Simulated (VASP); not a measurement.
# Mg8H (I-4m2) in VASP: a series of runs

Mg8H is run at these levels: PBE; tasks: single point, relaxation of cell and atoms.

Everything below comes from runs of VASP 6.6.1. Logs are shortened: lines on timing, memory, paths and dates and some standing lists are left out, and cuts for length are marked.

## (1) The cell of the first run

The structure is tetragonal, space group I-4m2 (No. 119). The conventional cell has a = 6.490 Å, b = 6.490 Å, c = 8.936 Å, α = 90.00°, β = 90.00°, γ = 90.00°. Within 2.6 Å of Mg (site symmetry m) lie 1 H at 1.99 Å. Mg (site symmetry m) has 12 Mg at 3.19 to 3.26 Å and 3 H at 3.73 to 3.80 Å within 4.2 Å. H (site symmetry -4m2) has 4 Mg at 1.99 Å within 2.6 Å.

## (2) Single point, PBE

File INCAR:

```
  ALGO = Normal
  EDIFF = 1E-7
  ENCUT = 520
  GGA = PE
  ISIF = 2
  ISMEAR = 0
  LASPH = T
  LCHARG = T
  LELF = T
  LREAL = F
  LVHAR = T
  LWAVE = F
  NBANDS = 18
  NELM = 60
  PREC = Accurate
  SIGMA = 0.1
```

File KPOINTS:

```
k-points
0
Gamma
  6 6 6
```

File POSCAR:

```
Mg8H
1.0
   -3.2448229105      4.4682417716      3.2448229105
    3.2448229105     -4.4682417716      3.2448229105
    3.2448229105      4.4682417716     -3.2448229105
Mg H
8 1
Direct
   -0.0014901860     -0.0026841980     -0.0041743840
   -0.0011940119     -0.0026841980      0.5014901860
   -0.0018629298      0.4989553823     -0.0008183121
   -0.0014901860      0.5026841980      0.5011940119
    0.5002263056      0.0010446177     -0.0008183121
    0.5008183121      0.0010446177      0.5018629298
    0.5008183121      0.4989553823     -0.0002263056
    0.5041743840      0.5026841980      0.5014901860
    0.1250000000      0.2500000000      0.3750000000
```

Potentials or basis: VASP PAW PBE potentials, release 64 (Mg, H).

The run is started by

```console
> cat potpaw_PBE.64/Mg/POTCAR potpaw_PBE.64/H/POTCAR > POTCAR
> mpirun -np 1 vasp_std > vasp.out
```

OUTCAR:

```text
EDIFF = 1E-7
   ENCUT = 520
   GGA = PE
   ISIF = 2
   ISMEAR = 0
   LASPH = T
   LREAL = F
   NELM = 60
   PREC = Accurate

 ion  position               nearest neighbor table
   1  0.999  0.997  0.996-   9 1.99   8 3.17   2 3.17   5 3.20   3 3.20   3 3.20   5 3.20   4 3.21
                             2 3.24   8 3.24   7 3.24   7 3.24   4 3.28
   2  0.999  0.997  0.501-   9 1.99   4 3.17   1 3.17   7 3.20   6 3.20   6 3.20   7 3.20   8 3.21
                             1 3.24   4 3.24   3 3.24   3 3.24   8 3.28
   3  0.998  0.499  0.999-   6 3.19   7 3.19   1 3.20   4 3.20   4 3.20   1 3.20   7 3.22   6 3.22
                             5 3.23   2 3.24   2 3.24   5 3.26
   4  0.999  0.503  0.501-   9 1.99   2 3.17   8 3.17   5 3.20   3 3.20   3 3.20   5 3.20   1 3.21
                             8 3.24   2 3.24   6 3.24   6 3.24   1 3.28
   5  0.500  0.001  0.999-   7 3.19   6 3.19   1 3.20   4 3.20   4 3.20   1 3.20   6 3.22   7 3.22
                             3 3.23   8 3.24   8 3.24   3 3.26
   6  0.501  0.001  0.502-   3 3.19   5 3.19   8 3.20   2 3.20   2 3.20   8 3.20   5 3.22   3 3.22
                             7 3.23   4 3.24   4 3.24   7 3.26
   7  0.501  0.499  1.000-   5 3.19   3 3.19   8 3.20   2 3.20   2 3.20   8 3.20   3 3.22   5 3.22
                             6 3.23   1 3.24   1 3.24   6 3.26
   8  0.504  0.503  0.501-   9 1.99   1 3.17   4 3.17   7 3.20   6 3.20   6 3.20   7 3.20   2 3.21
                             4 3.24   1 3.24   5 3.24   5 3.24   2 3.28
   9  0.125  0.250  0.375-   4 1.99   2 1.99   8 1.99   1 1.99

  LATTYP: Found a body centered tetragonal cell.
 ALAT       =     6.4896458210
 C/A-ratio  =     1.3770371742

  Lattice vectors:

 A1 = (  -3.2448229105,  -4.4682417716,   3.2448229105)
 A2 = (   3.2448229105,  -4.4682417716,  -3.2448229105)
 A3 = (   3.2448229105,   4.4682417716,   3.2448229105)

Analysis of symmetry for initial positions (statically):
=====================================================================
 Subroutine PRICEL returns:
 Original cell was already a primitive cell.

 Routine SETGRP: Setting up the symmetry group for a
 body centered tetragonal supercell.

 Subroutine GETGRP returns: Found  8 space group operations
 (whereof  2 operations were pure point group operations)
 out of a pool of 16 trial point group operations.

The static configuration has the point symmetry C_1h.
 The point group associated with its full space group is D_2d.

Analysis of symmetry for dynamics (positions and initial velocities):
=====================================================================
 Subroutine PRICEL returns:
 Original cell was already a primitive cell.

 Routine SETGRP: Setting up the symmetry group for a
 body centered tetragonal supercell.
[... 133 lines left out ...]
   EMIN   =  10.00;   EMAX   =-10.00  energy-range for DOS
   EFERMI =   0.00;   METHOD = LEGACY
   ISMEAR =     0;   SIGMA  =   0.10  broadening in eV -4-tet -1-fermi 0-gaus
   EFERMI_NEDOS =   21; number of points for ismear=-14 and -15
   IALGO  =     38    algorithm
   IMIX   =      4    mixing-type and parameters
     AMIX     =   0.40;   BMIX     =  1.00
     AMIX_MAG =   1.60;   BMIX_MAG =  1.00
  volume/ion in A,a.u.               =      20.91       141.10
  Fermi-wavevector in a.u.,A,eV,Ry     =   0.734567  1.388131  7.341555  0.539589
  Thomas-Fermi vector in A             =   1.827552
   LORBIT       =      0    0 simple, 1 ext, 2 COOP (PROOUT), +10 PAW based schemes
   GGA     = PE    functional components
   LHFCALC =     F    Hartree Fock is set to
   AEXX    =    0.0000 exact exchange contribution
   IVDW    =     0    specifies the selected vdW correction
   LEPSILON=     F    determine dielectric tensor
   LRPA    =     F    only Hartree local field effects (RPA)
 non-spin polarized calculation
 Gauss-broadening in eV      SIGMA  =   0.10
  energy-cutoff  :      520.00
  volume of cell :      188.18
 maximum number of plane-waves:      5088
   NGX = 23   NGY = 23   NGZ = 23

 number of electron      17.0000000 magnetization

 Free energy of the ion-electron system (eV)
  ---------------------------------------------------
  ext. energy  EPLUGINS =         0.00000000
  ---------------------------------------------------
  free energy    TOTEN  =       -15.25715095 eV

  energy without entropy =      -15.24342880  energy(sigma->0) =      -15.25028987

 E-fermi :   2.5020     XC(G=0):  -8.4865

 val. band max:        2.4883516313   @ k =   0.0000   0.0000   0.0000
 cond. band min:       2.5251976083   @ k =  -0.3333   0.3333   0.3333
 fundamental gap:      0.0368459769
 Fermi energy:         2.5020337043

 k-point     1 :       0.0000    0.0000    0.0000
  band No.  band energies     occupation
      1      -4.9156      2.00000
      2      -2.0275      2.00000
      3       0.8574      2.00000
      4       0.8608      2.00000
      5       0.8608      2.00000
      6       1.0586      2.00000
[... 481 lines left out ...]
      5       0.0616      2.00000
      6       0.7646      2.00000
[... 10 lines left out ...]
     17       6.9962      0.00000
     18       7.1101      0.00000

 [... further k-points ...]

------------------------ aborting loop because EDIFF is reached ----------------------------------------

  FORCE on cell =-STRESS in cart. coord.  units (eV):
  Direction    XX          YY          ZZ          XY          YZ          ZX
  --------------------------------------------------------------------------------------
  -------------------------------------------------------------------------------------
  Total       -0.1817912     -0.1222056     -0.1817912     -0.0000000     -0.0000000      0.0000000
  in kB       -1.5477639     -1.0404540     -1.5477639     -0.0000000     -0.0000000      0.0000000
  external PRESSURE =      -1.3786606 kB  Pullay stress =       0.0000000 kB

 VOLUME and BASIS-vectors are now :
 -----------------------------------------------------------------------------
  energy-cutoff  :      520.00
  volume of cell :      188.18
      direct lattice vectors                 reciprocal lattice vectors
    -3.244822910  4.468241772  3.244822910     0.000000000  0.111900838  0.154091614
     3.244822910 -4.468241772  3.244822910     0.154091614  0.000000000  0.154091614
     3.244822910  4.468241772 -3.244822910     0.154091614  0.111900838  0.000000000

 POSITION                                       TOTAL-FORCE (eV/Angst)
 -----------------------------------------------------------------------------------
      3.22740      4.45492      3.24482         0.000493     -0.000565     -0.000000
      1.62241      2.24744      4.84981         0.000000      0.000565      0.000493
      1.62241      6.69505      1.61563         0.000000     -0.004246     -0.000820
      0.01742      4.45492      3.24482        -0.000493     -0.000565     -0.000000
      1.62241      6.69505     -1.61563        -0.000000     -0.004246      0.000820
      0.00678      4.47555      0.00000         0.000820      0.004246     -0.000000
      3.23804      4.47555      0.00000        -0.000820      0.004246      0.000000
      1.62241      2.24744      1.63983         0.000000      0.000565     -0.000493
      1.62241      1.11706      0.00000         0.000000      0.000000     -0.000000
 -----------------------------------------------------------------------------------
    total drift:                               -0.000000     -0.000000      0.000000

  FREE ENERGIE OF THE ION-ELECTRON SYSTEM (eV)
  ---------------------------------------------------
  free  energy   TOTEN  =       -15.2571509453 eV

  energy  without entropy=      -15.2434287994  energy(sigma->0) =      -15.25028987
```

OSZICAR:

```text
N       E                     dE             d eps       ncg     rms          rms(c)
DAV:   1     0.129037977832E+02    0.12904E+02   -0.49661E+03  1080   0.669E+02
DAV:   2    -0.145012921242E+02   -0.27405E+02   -0.25157E+02  1338   0.831E+01
DAV:   3    -0.157831241945E+02   -0.12818E+01   -0.12579E+01  1414   0.156E+01
DAV:   4    -0.157946796230E+02   -0.11555E-01   -0.11539E-01  1256   0.167E+00
DAV:   5    -0.157948185042E+02   -0.13888E-03   -0.13888E-03  1386   0.202E-01    0.379E+00
DAV:   6    -0.153640455407E+02    0.43077E+00   -0.37489E-01  1294   0.273E+00    0.194E+00
DAV:   7    -0.152579328491E+02    0.10611E+00   -0.45825E-01  1242   0.287E+00    0.473E-01
DAV:   8    -0.152579095674E+02    0.23282E-04   -0.88853E-02  1164   0.150E+00    0.199E-01
DAV:   9    -0.152570723783E+02    0.83719E-03   -0.57798E-03  1234   0.414E-01    0.646E-02
DAV:  10    -0.152571762584E+02   -0.10388E-03   -0.17304E-03  1234   0.197E-01    0.495E-02
DAV:  11    -0.152571462227E+02    0.30036E-04   -0.10201E-04  1260   0.553E-02    0.885E-03
DAV:  12    -0.152571508110E+02   -0.45883E-05   -0.32573E-05  1196   0.238E-02    0.288E-03
DAV:  13    -0.152571510041E+02   -0.19310E-06   -0.90204E-07  1264   0.427E-03    0.115E-03
DAV:  14    -0.152571509453E+02    0.58732E-07   -0.25147E-07  1110   0.224E-03
   1 F= -.15257151E+02 E0= -.15250290E+02  d E =-.137221E-01
```

stdout:

```text
POSCAR found type information on POSCAR MgH
 POSCAR found :  2 types and       9 ions
 scaLAPACK will be used
 LDA part: xc-table for (Slater+PW92), standard interpolation
 POSCAR, INCAR and KPOINTS ok, starting setup
 FFT: planning ... GRIDC
 FFT: planning ... GRID_SOFT
 FFT: planning ... GRID
 WAVECAR not read
 entering main loop
```

Run time: 2.9 min. Hardware: 1 thread of AMD EPYC 9755, shared host; peak memory 0.33 GiB.

What came out:

| Quantity | Value |
| --- | --- |
| Free energy | -15.2572 eV |
| Pressure | -0.1 GPa |
| Largest force | 0.004 eV/Å |
| Band gap on the k mesh | zero (an odd number of electrons rules out a gap without spin polarisation) |

Forces on the atoms (eV/Å):
```
Mg   0.000 -0.001  0.000
Mg   0.000  0.001  0.000
Mg   0.000 -0.004 -0.001
Mg   0.000 -0.001  0.000
Mg   0.000 -0.004  0.001
Mg   0.001  0.004  0.000
Mg  -0.001  0.004  0.000
Mg   0.000  0.001  0.000
H    0.000  0.000  0.000
```

## (3) Relaxation of cell and atoms, PBE

This run uses another cell than the first one, of the same volume but with other edges.

File INCAR:

```
SYSTEM = Mg8H
  ALGO = Normal
  EDIFF = 1E-6
  EDIFFG = -0.025
  ENCUT = 600
  GGA = PE
  IBRION = 2
  ISIF = 3
  ISMEAR = 0
  LASPH = .TRUE.
  LCHARG = .FALSE.
  LREAL = .FALSE.
  LWAVE = .FALSE.
  NELM = 60
  NSW = 90
  PREC = Accurate
  SIGMA = 0.1
```

File KPOINTS:

```
k-points
0
G
  6 6 6
  0 0 0
```

File POSCAR:

```
Mg8H
1.0
   -3.5377513667      3.7591405355      3.5377513667
    3.5377513667     -3.7591405355      3.5377513667
    3.5377513667      3.7591405355     -3.5377513667
Mg H
8 1
Direct
   -0.0256306907      0.0185867915     -0.0070438992
    0.0442174822      0.0185867915      0.5256306907
   -0.0014081761      0.5234864635     -0.0248946396
   -0.0256306907      0.4814132085      0.4557825178
    0.4516188969     -0.0234864635     -0.0248946396
    0.5248946396     -0.0234864635      0.5014081761
    0.5248946396      0.5234864635      0.0483811031
    0.5070438992      0.4814132085      0.5256306907
    0.1250000000      0.2500000000      0.3750000000
```

Potentials or basis: VASP PAW PBE potentials, release 64 (Mg, H).

The run is started by

```console
> cat potpaw_PBE.64/Mg/POTCAR potpaw_PBE.64/H/POTCAR > POTCAR
> mpirun -np 1 vasp_std > vasp.out
```

It took 10 min on 1 thread of AMD EPYC 9755, shared host; peak memory 0.38 GiB.

It converged, with:

```yaml
Free_energy: -15.0633 eV
Relaxed_volume: 20.82 Å³/atom
Relaxed_cell: a = 6.258 Å, b = 6.258 Å, c = 6.258 Å, α = 112.33°, β = 103.89°, γ = 112.33°
Space_group_after_relaxing_to_0.1_Å: I-4m2 (No. 119)
Energy_gained_by_relaxing: 1.1 meV/atom
Ionic_steps: 9
Pressure_after_relaxing: 0.0 GPa
Largest_force_after_relaxing: 0.016 eV/Å
```

Forces in eV/Å, atoms in the order of the input:
```
Mg  -0.006  0.006  0.000
Mg   0.000 -0.006 -0.006
Mg   0.000 -0.003 -0.015
Mg   0.006  0.006  0.000
Mg   0.000 -0.003  0.015
Mg   0.015  0.003  0.000
Mg  -0.015  0.003  0.000
Mg   0.000 -0.006  0.006
H    0.000  0.000  0.000
```

Step by step:
```tsv
step	energy change (eV)	largest force (eV/Å)	pressure (GPa)	volume (Å³)
1	0.0000	0.0553	-0.23	188.19
2	-0.0022	0.0419	-0.07	187.38
3	-0.0034	0.0226	0.15	186.28
4	-0.0047	0.0183	0.09	186.58
5	-0.0064	0.0454	-0.07	187.48
6	-0.0077	0.0334	-0.05	187.40
7	-0.0091	0.0341	0.01	187.22
8	-0.0092	0.0358	0.03	187.15
9	-0.0097	0.0158	-0.02	187.37
```

Final structure:
```yaml
crystal:
  lattice:
    - [-3.48454, 3.85790, 3.48454]
    - [3.48454, -3.85790, 3.48454]
    - [3.48454, 3.85790, -3.48454]
  atoms:
    - { symbol: Mg, position: [0.97261, 0.01977, 0.99238] }
    - { symbol: Mg, position: [0.04715, 0.01977, 0.52739] }
    - { symbol: Mg, position: [0.00058, 0.52557, 0.97501] }
    - { symbol: Mg, position: [0.97261, 0.48023, 0.45285] }
    - { symbol: Mg, position: [0.44944, 0.97443, 0.97501] }
    - { symbol: Mg, position: [0.52499, 0.97443, 0.49942] }
    - { symbol: Mg, position: [0.52499, 0.52557, 0.05056] }
    - { symbol: Mg, position: [0.50762, 0.48023, 0.52739] }
    - { symbol: H, position: [0.12500, 0.25000, 0.37500] }
```

Levels at points of the mesh, in eV from the Fermi level:
```tsv
k point	band 4	band 5	band 6	band 7	band 8	band 9	band 10	band 11	band 12	band 13
(0.00, 0.00, 0.00)	-1.59	-1.59	-1.46	-1.26	-1.19	-1.17	-1.17	-1.11	-0.52	-0.52
(0.50, 0.00, 0.00)	-2.50	-2.50	-2.43	-1.27	-0.63	0.05	0.55	1.46	2.04	2.16
(0.00, 0.50, 0.00)	-2.93	-2.92	-2.89	-0.86	0.21	0.89	0.95	1.54	2.50	2.51
(0.50, 0.50, 0.50)	-3.87	-3.82	-3.82	-0.69	1.00	1.18	1.22	1.32	1.32	2.71
```

Caveat: the highest band is partly filled, so the run has too few bands.

The gap in the log of VASP goes by the Fermi energy; the results here count the filled bands.